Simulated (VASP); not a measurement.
Wanted: the native input for a VASP 6.6.1 run.

```
Task                   : single point
Functional             : PBE
Potentials or basis    : VASP PAW PBE potentials, release 64 (Ga_d)
Cutoff                 : 520 eV
k mesh                 : 14 × 14 × 11
Occupations            : fermi-dirac, width 0.03 eV
Spin                   : no spin polarisation
Dipole correction      : no
Further INCAR settings : ALGO = Normal; EDIFF = 1e-06; NBANDS = 20
```

The structure of Ga lies in POSCAR:

```
Ga
1.0
    1.3921592073     -4.0531663400      0.0000000000
    1.3921592073      4.0531663400      0.0000000000
   -0.1182278372      0.0000000000      3.3519831592
Ga
2
Direct
    0.8690000000      0.1310000000      0.2500000000
    0.1310000000      0.8690000000      0.7500000000
```

The input as run:

INCAR

```
PREC     = Accurate       # precision mode
ENCUT    = 520            # plane-wave cutoff, eV
EDIFF    = 1E-6           # SCF threshold, eV
ISMEAR   = -1             # smearing method
SIGMA    = 0.03           # smearing width, eV
LREAL    = F              # projectors in reciprocal space
LASPH    = T              # aspherical terms in the spheres
NELM     = 100            # most SCF steps
ALGO     = Normal         # electronic algorithm
ISIF     = 2              # what is computed and relaxed
LWAVE    = F              # write WAVECAR
LCHARG   = F              # write CHGCAR
GGA      = PE             # functional
NBANDS   = 20             # bands
```

KPOINTS

```
regular mesh
0
Gamma
  14 14 11
```

Potentials or basis: VASP PAW PBE potentials, release 64 (Ga_d).

The run is started by

```sh
$ cat potpaw_PBE.64/Ga_d/POTCAR > POTCAR
$ mpirun -np 1 vasp_std > vasp.out
```

Results of the run:

```json
{
 "Pressure": "0.8 GPa",
 "Largest force": "0.180 eV/Å",
 "Band gap on the k mesh": "zero (bands 13 and 14 overlap by 7.86 eV)"
}
```

Wall time 3.5 min on 1 thread of AMD EPYC 9R45 96-Core Processor (Zen 5) (shared host), peak memory 0.42 GiB.
